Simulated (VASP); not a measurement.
A run of VASP 6.6.1:

File INCAR:

```
SYSTEM = Cu
ALGO = Normal
EDIFF = 1E-7
ENCUT = 520
GGA = PS
ISIF = 2
ISMEAR = -1
LASPH = .TRUE.
LCHARG = .FALSE.
LREAL = .FALSE.
LWAVE = .FALSE.
NBANDS = 12
NELM = 60
PREC = Accurate
SIGMA = 0.1
```

File KPOINTS:

```
k-points
0
G
  18 18 18
  0 0 0
```

Contents of POSCAR:

```
Cu
1.0
    0.0000000000      1.7819054832      1.7819054832
    1.7819054832      0.0000000000      1.7819054832
    1.7819054832      1.7819054832      0.0000000000
Cu
1
Direct
    0.0000000000      0.0000000000      0.0000000000
```

Potentials or basis: VASP PAW PBE potentials, release 64 (Cu).

Launch:

```sh
$ cat potpaw_PBE.64/Cu/POTCAR > POTCAR
$ mpirun -np 1 vasp_std > vasp.out
```

Hardware: 1 thread of Intel Xeon 6975P-C (shared host).

Question: Estimate the wall time of this run.

Answer: Run time: 14 s on 1 thread of Intel Xeon 6975P-C, with other jobs on the host, peak memory 0.14 GiB. Counts: scf iterations 12, k points 195.
